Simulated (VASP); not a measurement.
# C (R-3m) in VASP: notebook

Runs on C. Level: PBEsol+D3(BJ). Tasks: single point.

Program: VASP 6.6.1. These are calculated values, not measurements. Logs are shortened: lines on timing, memory, paths and dates and some standing lists are left out, and cuts for length are marked.

## Step 1: The cell of the first run

The structure is trigonal, space group R-3m (No. 166). Conventional cell: a = 2.478 Å, b = 2.478 Å, c = 9.931 Å, α = 90.00°, β = 90.00°, γ = 120.00°. C (site symmetry 3m) has 3 C at 1.43 Å within 1.9 Å.

## Step 2: Single point, PBEsol+D3(BJ)

Contents of INCAR:

```
ALGO = Normal
EDIFF = 1E-6
ENCUT = 520
GGA = PS
ISIF = 2
ISMEAR = 0
IVDW = 12
LASPH = True
LCHARG = True
LELF = True
LREAL = False
LVHAR = True
LWAVE = False
NBANDS = 11
NELM = 80
PREC = Accurate
SIGMA = 0.05
```

Contents of KPOINTS:

```
k-points
0
Gamma
  15 15 15
```

Contents of POSCAR:

```
C
1.0
    1.2392471932      0.7154797006      3.3102171283
   -1.2392471932      0.7154797006      3.3102171283
    0.0000000000     -1.4309594012      3.3102171283
C
2
Direct
    0.1665836162      0.1665836162      0.1665836162
    0.8334163838      0.8334163838      0.8334163838
```

Potentials or basis: VASP PAW PBE potentials, release 64 (C).

Command:

```console
> cat potpaw_PBE.64/C/POTCAR > POTCAR
> mpirun -np 1 vasp_std > vasp.out
```

OUTCAR:

```text
EDIFF = 1E-6
   ENCUT = 520
   GGA = PS
   ISIF = 2
   ISMEAR = 0
   IVDW = 12
   LASPH = True
   LREAL = False
   NELM = 80
   PREC = Accurate
 IVDW          = 12

 ion  position               nearest neighbor table
   1  0.167  0.167  0.167-   2 1.43   2 1.43   2 1.43
   2  0.833  0.833  0.833-   1 1.43   1 1.43   1 1.43

  LATTYP: Found a trigonal (rhomboedric) cell.
 ALAT       =     3.6062698518
 COS(alpha) =     0.7638274379

  Lattice vectors:

 A1 = (   1.2392471932,   0.7154797006,   3.3102171283)
 A2 = (  -1.2392471932,   0.7154797006,   3.3102171283)
 A3 = (   0.0000000000,  -1.4309594012,   3.3102171283)

Analysis of symmetry for initial positions (statically):
=====================================================================
 Subroutine PRICEL returns:
 Original cell was already a primitive cell.

 Routine SETGRP: Setting up the symmetry group for a
 trigonal (rhombohedral) supercell.

 Subroutine GETGRP returns: Found 12 space group operations
 (whereof 12 operations were pure point group operations)
 out of a pool of 12 trial point group operations.

The static configuration has the point symmetry D_3d.

Analysis of symmetry for dynamics (positions and initial velocities):
=====================================================================
 Subroutine PRICEL returns:
 Original cell was already a primitive cell.

 Routine SETGRP: Setting up the symmetry group for a
 trigonal (rhombohedral) supercell.

 Subroutine GETGRP returns: Found 12 space group operations
 (whereof 12 operations were pure point group operations)
 out of a pool of 12 trial point group operations.

The dynamic configuration has the point symmetry D_3d.

 Subroutine INISYM returns: Found 12 space group operations
 (whereof 12 operations are pure point group operations),
 and found     1 'primitive' translations

----------------------------------------------------------------------------------------

                                     Primitive cell

  volume of cell :      17.6101

  direct lattice vectors                    reciprocal lattice vectors
     1.239247193  0.715479701  3.310217128     0.403470754  0.232943949  0.100698329
    -1.239247193  0.715479701  3.310217128    -0.403470754  0.232943949  0.100698329
     0.000000000 -1.430959401  3.310217128     0.000000000 -0.465887897  0.100698329

  length of vectors
     3.606269852  3.606269852  3.606269852     0.476646291  0.476646291  0.476646291
[... 88 lines left out ...]
   ISYM   =      2    0-nonsym 1-usesym 2-fastsym
   POTIM  = 0.5000    time-step for ionic-motion
   TEBEG  =    0.0;   TEEND  =   0.0 temperature during run
   PSTRESS=    0.0 pullay stress
   NELECT =       8.0000    total number of electrons
   NUPDOWN=      -1.0000    fix difference up-down
   EMIN   =  10.00;   EMAX   =-10.00  energy-range for DOS
   EFERMI =   0.00;   METHOD = LEGACY
   ISMEAR =     0;   SIGMA  =   0.05  broadening in eV -4-tet -1-fermi 0-gaus
   EFERMI_NEDOS =   21; number of points for ismear=-14 and -15
   IALGO  =     38    algorithm
   IMIX   =      4    mixing-type and parameters
     AMIX     =   0.40;   BMIX     =  1.00
     AMIX_MAG =   1.60;   BMIX_MAG =  1.00
  volume/ion in A,a.u.               =       8.81        59.42
  Fermi-wavevector in a.u.,A,eV,Ry     =   1.258492  2.378205 21.548940  1.583802
  Thomas-Fermi vector in A             =   2.392099
   LORBIT       =      0    0 simple, 1 ext, 2 COOP (PROOUT), +10 PAW based schemes
   GGA     = PS    functional components
   LHFCALC =     F    Hartree Fock is set to
   AEXX    =    0.0000 exact exchange contribution
   IVDW    =    12    specifies the selected vdW correction
   LEPSILON=     F    determine dielectric tensor
   LRPA    =     F    only Hartree local field effects (RPA)
 non-spin polarized calculation
 Gauss-broadening in eV      SIGMA  =   0.05
  energy-cutoff  :      520.00
  volume of cell :       17.61
 maximum number of plane-waves:       486
   NGX = 13   NGY = 13   NGZ = 13

 number of electron       8.0000000 magnetization

 Free energy of the ion-electron system (eV)
  ---------------------------------------------------
  ext. energy  EPLUGINS =         0.00000000
  ---------------------------------------------------
  free energy    TOTEN  =       -19.27618970 eV

  energy without entropy =      -19.27618970  energy(sigma->0) =      -19.27618970

 E-fermi :   4.4655     XC(G=0): -10.6088

 val. band max:        4.2551444908   @ k =  -0.3333   0.3333   0.0000
 cond. band min:       4.9815240263   @ k =  -0.3333   0.3333   0.0000
 fundamental gap:      0.7263795355
 Fermi energy:         4.4655086293

 k-point     1 :       0.0000    0.0000    0.0000
  band No.  band energies     occupation
      1     -14.8836      2.00000
      2      -1.7417      2.00000
      3       1.6561      2.00000
      4       1.6561      2.00000
      5       8.8442      0.00000
      6      12.8691      0.00000
      7      12.8691      0.00000
      8      15.7924      0.00000
      9      17.0276      0.00000
     10      26.8671      0.00000
     11      30.4173      0.00000
[... 309 lines left out ...]
 k-point    24 :       0.2000    0.1333    0.0000
  band No.  band energies     occupation
      1     -14.1129      2.00000
      2      -1.2204      2.00000
      3      -0.7042      2.00000
      4       0.2650      2.00000
      5      10.3354      0.00000
      6      13.1400      0.00000
      7      13.5355      0.00000
      8      15.1486      0.00000
      9      18.6551      0.00000
     10      25.0460      0.00000
     11      28.6647      0.00000

 [... further k-points ...]

------------------------ aborting loop because EDIFF is reached ----------------------------------------

 Edisp (eV)   -0.22279

 E8    (eV) :    -0.1083

  FORCE on cell =-STRESS in cart. coord.  units (eV):
  Direction    XX          YY          ZZ          XY          YZ          ZX
  --------------------------------------------------------------------------------------
  -------------------------------------------------------------------------------------
  Total      -1.04492    -1.04492    -0.03826     0.00000     0.00000    -0.00000
  in kB     -95.06745   -95.06745    -3.48100     0.00000     0.00000    -0.00000
  external pressure =      -64.54 kB  Pullay stress =        0.00 kB

 VOLUME and BASIS-vectors are now :
 -----------------------------------------------------------------------------
  energy-cutoff  :      520.00
  volume of cell :       17.61
      direct lattice vectors                 reciprocal lattice vectors
     1.239247193  0.715479701  3.310217128     0.403470754  0.232943949  0.100698329
    -1.239247193  0.715479701  3.310217128    -0.403470754  0.232943949  0.100698329
     0.000000000 -1.430959401  3.310217128     0.000000000 -0.465887897  0.100698329

 POSITION                                       TOTAL-FORCE (eV/Angst)
 -----------------------------------------------------------------------------------
      0.00000      0.00000      1.65428         0.000000      0.000000      0.001864
      0.00000      0.00000      8.27637         0.000000      0.000000     -0.001864
 -----------------------------------------------------------------------------------
    total drift:                               -0.000000      0.000000      0.000000

  FREE ENERGIE OF THE ION-ELECTRON SYSTEM (eV)
  ---------------------------------------------------
  free  energy   TOTEN  =       -19.4989759654 eV

  energy  without entropy=      -19.4989759654  energy(sigma->0) =      -19.49897597
```

It took 37 s on 1 thread of Intel Xeon 6975P-C (Granite Rapids), shared host; peak memory 0.19 GiB.

What came out:

```yaml
Free_energy: -19.4990 eV
Pressure: -6.5 GPa
Dispersion_energy_per_atom: -0.111 eV
```

Caveat: the stress differs along the axes, from -10 to -0 GPa; the PAW data sets were made with another functional, which shifts forces and pressure a little.

## Step 3: Single point, PBEsol+D3(BJ)

This run uses another cell than the first one, of 9.03 Å³/atom.

Contents of INCAR:

```
PREC = Accurate
ENCUT = 520
EDIFF = 1E-7
ISMEAR = 0
SIGMA = 0.05
LREAL = F
LASPH = T
NELM = 100
ALGO = Normal
ISIF = 2
LWAVE = F
LCHARG = T
GGA = PS
IVDW = 12
LELF = T
LVHAR = T
NBANDS = 11
```

Contents of KPOINTS:

```
Automatic mesh
0
Gamma
  15 15 15
```

Contents of POSCAR:

```
C
1.0
    1.2495711806      0.7214402575      3.3377940636
   -1.2495711806      0.7214402575      3.3377940636
    0.0000000000     -1.4428805149      3.3377940636
C
2
Direct
    0.1665836162      0.1665836162      0.1665836162
    0.8334163838      0.8334163838      0.8334163838
```

Potentials or basis: VASP PAW PBE potentials, release 64 (C).

Command:

```console
> cat potpaw_PBE.64/C/POTCAR > POTCAR
> mpirun -np 1 vasp_std > vasp.out
```

OUTCAR:

```text
PREC = Accurate
   ENCUT = 520
   EDIFF = 1E-7
   ISMEAR = 0
   LREAL = F
   LASPH = T
   NELM = 100
   ISIF = 2
   GGA = PS
   IVDW = 12
 IVDW          = 12

 ion  position               nearest neighbor table
   1  0.167  0.167  0.167-   2 1.44   2 1.44   2 1.44
   2  0.833  0.833  0.833-   1 1.44   1 1.44   1 1.44

  LATTYP: Found a trigonal (rhomboedric) cell.
 ALAT       =     3.6363131592
 COS(alpha) =     0.7638274378

  Lattice vectors:

[... 524 lines left out ...]

 Edisp (eV)   -0.21962

 E8    (eV) :    -0.1068

  FORCE on cell =-STRESS in cart. coord.  units (eV):
  Direction    XX          YY          ZZ          XY          YZ          ZX
  --------------------------------------------------------------------------------------
  -------------------------------------------------------------------------------------
  Total      -2.16446    -2.16446    -0.06019     0.00000    -0.00000     0.00000
  in kB    -192.08268  -192.08268    -5.34139     0.00000    -0.00000     0.00000
  external pressure =     -129.84 kB  Pullay stress =        0.00 kB

 VOLUME and BASIS-vectors are now :
 -----------------------------------------------------------------------------
  energy-cutoff  :      520.00
  volume of cell :       18.05
      direct lattice vectors                 reciprocal lattice vectors
     1.249571181  0.721440257  3.337794064     0.400137269  0.231019360  0.099866357
    -1.249571181  0.721440257  3.337794064    -0.400137269  0.231019360  0.099866357
     0.000000000 -1.442880515  3.337794064     0.000000000 -0.462038720  0.099866357

 POSITION                                       TOTAL-FORCE (eV/Angst)
 -----------------------------------------------------------------------------------
      0.00000      0.00000      1.66807         0.000000      0.000000      0.002914
      0.00000      0.00000      8.34532         0.000000     -0.000000     -0.002914
 -----------------------------------------------------------------------------------
    total drift:                               -0.000000      0.000000      0.000000

  FREE ENERGIE OF THE ION-ELECTRON SYSTEM (eV)
  ---------------------------------------------------
  free  energy   TOTEN  =       -19.4722019551 eV

  energy  without entropy=      -19.4722019551  energy(sigma->0) =      -19.47220196
```

stdout:

```text
POSCAR found type information on POSCAR C
 POSCAR found :  1 types and       2 ions
 scaLAPACK will be used
 -----------------------------------------------------------------------------
|                                                                             |
|                                                                             |
|     You enforced a specific xc type in the INCAR file but a different       |
|     I HOPE YOU KNOW WHAT YOU ARE DOING!                                     |
|                                                                             |
 -----------------------------------------------------------------------------

 LDA part: xc-table for (Slater+PW92), standard interpolation
 POSCAR, INCAR and KPOINTS ok, starting setup
 FFT: planning ... GRIDC
 FFT: planning ... GRID_SOFT
 FFT: planning ... GRID
 WAVECAR not read
 entering main loop
```

Run time: 45 s. Hardware: 1 thread of Intel Xeon 6975P-C (Granite Rapids), shared host; peak memory 0.2 GiB.

What came out:

| Item | Value |
| --- | --- |
| Free energy | -19.4722 eV |
| Pressure | -13.0 GPa |
| Dispersion energy per atom | -0.110 eV |

Forces in eV/Å, atoms in the order of the input:
```
C    0.000  0.000  0.003
C    0.000  0.000 -0.003
```

Caveat: the stress differs along the axes, from -19 to -1 GPa; the PAW data sets were made with another functional, which shifts forces and pressure a little.
